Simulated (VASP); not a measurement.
Write the native input for VASP 6.6.1 that does the following.

```yaml
Task: single point
Functional: PBEsol
Potentials_or_basis: VASP PAW PBE potentials, release 64 (Ag, O)
Cutoff: 520 eV
k_mesh: 10 × 10 × 1
Occupations: gaussian, width 0.1 eV
Spin: no spin polarisation
Dipole_correction: yes
Further_INCAR_settings: ALGO = Fast; EDIFF = 1e-07; NBANDS = 33
```

The structure of Ag4O lies in POSCAR:

```
Ag4O
1.0
    2.8669036825      0.0000000000      0.0000000000
    0.0000000000      2.8669036825      0.0000000000
    0.0000000000      0.0000000000     25.0816211046
Ag O
4 1
Direct
    0.5000000000      0.5000000000      0.3388935654
    0.0000000000      0.0000000000      0.4197179677
    0.5000000000      0.5000000000      0.5008162760
    0.0000000000      0.0000000000      0.5799214924
    0.3333333333      0.3333333333      0.6605656834
```

These files were run (other wordings do the same):

INCAR

```
SYSTEM = Ag4O
ALGO = Fast ; DIPOL = 0.5 0.5 0.500
EDIFF = 1E-7 ; ENCUT = 520
GGA = PS ; IDIPOL = 3
ISIF = 2 ; ISMEAR = 0
LASPH = .TRUE. ; LCHARG = .TRUE.
LDIPOL = .TRUE. ; LELF = .TRUE.
LREAL = .FALSE. ; LVACPOTAV = .TRUE.
LVHAR = .TRUE. ; LWAVE = .FALSE.
NBANDS = 33 ; NELM = 80
PREC = Accurate ; SIGMA = 0.1
```

KPOINTS

```
k-points
0
G
  10 10 1
  0 0 0
```

Potentials or basis: VASP PAW PBE potentials, release 64 (Ag, O).

Run with:

```console
$ cat potpaw_PBE.64/Ag/POTCAR potpaw_PBE.64/O/POTCAR > POTCAR
$ mpirun -np 1 vasp_std > vasp.out
```

Results of the run:

```
Largest force          : 1.779 eV/Å
Band gap on the k mesh : zero (bands 25 and 26 overlap by 2.89 eV)
```

Caveat: the PAW data sets were made with another functional, which shifts forces and pressure a little.

It took 13 min on 1 thread of Oxide Virtual Turin-like Processor, with other jobs on the host, peak memory 0.4 GiB.
